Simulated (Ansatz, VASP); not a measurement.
**One calculation of ZnS, two programs**

The input INCAR:

```
  PREC = Accurate
  ENCUT = 520
  EDIFF = 1E-7
  ISMEAR = -1
  SIGMA = 0.05
  LREAL = False
  LASPH = True
  NELM = 80
  ALGO = Normal
  ISIF = 2
  LWAVE = False
  LCHARG = False
  NBANDS = 16
```

Contents of KPOINTS:

```
regular mesh
0
Gamma
  12 12 12
```

The input POSCAR:

```
ZnS
1.0
    0.0000000000      2.5943342591      2.5943342591
    2.5943342591      0.0000000000      2.5943342591
    2.5943342591      2.5943342591      0.0000000000
Zn S
1 1
Direct
    0.0000000000      0.0000000000      0.0000000000
    0.2500000000      0.2500000000      0.2500000000
```

Input for Ansatz:

```yaml
crystal:
  lattice:
    - [0.0, 2.5943342591, 2.5943342591]
    - [2.5943342591, 0.0, 2.5943342591]
    - [2.5943342591, 2.5943342591, 0.0]
  atoms:
    - { symbol: Zn, position: [0.0, 0.0, 0.0] }
    - { symbol: S, position: [0.25, 0.25, 0.25] }
kpoints:
  mp_grid: { grid: [12, 12, 12] }
scf:
  occupations: { method: fermi_dirac, width: 0.05 }
hamiltonian:
  xc: lda
  pseudopotentials: { kind: paw }
output:
  forces: true
  stress: true
  eigenvalues: true
  populations: true
  write_density: true
  write_potential: true
  elf: true
  volumetric_format: npy
```

Change from the starting cell: volume scaled by 0.94, PAW files.

Alike in both runs: task single point; functional LDA; k mesh 12 × 12 × 12; occupations fermi-dirac, width 0.05 eV; no spin polarisation.

|  | VASP | Ansatz |
| --- | --- | --- |
| version | VASP 6.6.1 | Ansatz 0.2.0 |
| potentials or method | VASP PAW LDA potentials, release 64 (Zn, S) | PAW with Ansatz's default frozen-core files, scalar-relativistic |
| plane-wave cutoff (eV) | 520 | 420 |
| valence electrons in the cell | 18 | 18 |

```csv
,VASP,Ansatz,Ansatz less VASP
gap on the k mesh at the Fermi level (eV),2.45,2.41,-0.040
pressure (GPa),6.5,6.1,-0.33
```

LDA's correlation is that of Perdew and Zunger in VASP and of Perdew and Wang (1992) in Ansatz.
